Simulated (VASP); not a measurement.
Be: single point with LDA

Be:

```xyz
2
Lattice="2.2295 0.0000 0.0000 -1.1148 1.9308 0.0000 0.0000 0.0000 3.5083" Properties=species:S:1:pos:R:3 pbc="T T T"
Be    0.0000    1.2872    0.8771
Be    1.1148    0.6436    2.6312
```

```json
{"Program": "VASP 6.6.1", "Task": "single point", "Functional": "LDA", "Potentials or basis": "VASP PAW LDA potentials, release 64 (Be)", "Cutoff": "520 eV", "k mesh": "16 × 16 × 9", "Occupations": "gaussian, width 0.3 eV", "Spin": "no spin polarisation"}
```

```
Pressure               : 0.4 GPa
Band gap on the k mesh : zero (band 2 reaches 8.05 eV, above the bottom of band 3 at 6.47 eV)
```

Stress tensor (GPa, compression positive):
```
0.40 0.00 0.00
0.00 0.40 0.00
0.00 0.00 0.50
```

Levels at points of the mesh, in eV from the Fermi level:
```tsv
k point	band 1	band 2	band 3	band 4	band 5
(0.00, 0.00, 0.00)	-11.38	-4.53	1.48	16.37	16.37
(0.50, 0.00, 0.00)	-5.08	-3.05	3.76	6.75	7.15
```

Run time: 6.1 s on 1 thread of Intel(R) Xeon(R) 6975P-C (Granite Rapids), on a shared host, peak memory 0.12 GiB.
